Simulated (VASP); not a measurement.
A run of VASP 6.6.1 is set up as follows.

The input INCAR:

```
ALGO = Normal
EDIFF = 1E-7
ENCUT = 520
ISIF = 2
ISMEAR = -1
ISPIN = 2
LASPH = T
LCHARG = F
LORBIT = 11
LREAL = Auto
LWAVE = F
MAGMOM = 0 0 0 0 0 0 0 0 0 0 0 0 0 0 0 0 1
NBANDS = 53
NELM = 150
PREC = Accurate
SIGMA = 0.05
```

Contents of KPOINTS:

```
k-points
0
Gamma
  2 2 2
```

POSCAR

```
Si16O
1.0
    0.0000000000      5.4300000000      5.4300000000
    5.4300000000      0.0000000000      5.4300000000
    5.4300000000      5.4300000000      0.0000000000
Si O
16 1
Direct
    0.0395948435      0.0395764273     -0.0278453039
    0.1274309392      0.1532504604      0.1353130755
   -0.0461418048      0.0491252302      0.4927900552
    0.1489226519      0.1017219153      0.5962154696
   -0.0019152855      0.5299447514      0.0044935543
    0.1210773481      0.6366022099      0.1458839779
   -0.0460681400      0.4541712707      0.5273941068
    0.1183149171      0.5332688766      0.6502117864
    0.4940791897      0.0375966851     -0.0232504604
    0.6703591160      0.1184069982      0.0890331492
    0.5317495396     -0.0238489871      0.4620994475
    0.5934530387      0.1554235727      0.5781860037
    0.4877348066      0.4960589319      0.0050460405
    0.6359852670      0.6731123389      0.0517863720
    0.4888858195      0.5241528545      0.4410405157
    0.5808931860      0.6355340700      0.6212062615
    0.9458655617      0.7989042357      0.5784806630
```

Potentials or basis: VASP PAW LDA potentials, release 64 (Si, O).

Launch:

```sh
$ cat potpaw_LDA.64/Si/POTCAR potpaw_LDA.64/O/POTCAR > POTCAR
$ mpirun -np 1 vasp_std > vasp.out
```

Task: Predict the largest force.

Result: 2.767 eV/Å.

Task: Estimate the pressure.

Result: -0.7 GPa.

Task: Predict the net moment.

Result: 0.00 μB per cell.

Forces in eV/Å, atoms in the order of the input:
```
Si  -1.300  0.164 -1.399
Si   0.226 -0.572  0.537
Si  -1.301  1.074 -1.892
Si   0.064  1.025 -0.429
Si  -0.984  0.147 -0.146
Si   0.813 -0.439  0.077
Si  -0.182 -0.430  1.304
Si   1.597 -1.205  1.912
Si  -0.957 -0.463  0.765
Si   0.530 -0.513  0.118
Si   1.038 -1.440  0.918
Si   1.526  0.828  0.317
Si  -0.428  0.052  0.763
Si   0.338  0.601 -1.339
Si   0.793 -0.523 -0.232
Si  -1.487  1.198 -1.870
O   -0.287  0.494  0.597
```

Caveat: the k points lie up to 0.50 Å⁻¹ apart; the atoms stand as in a frame of molecular dynamics.
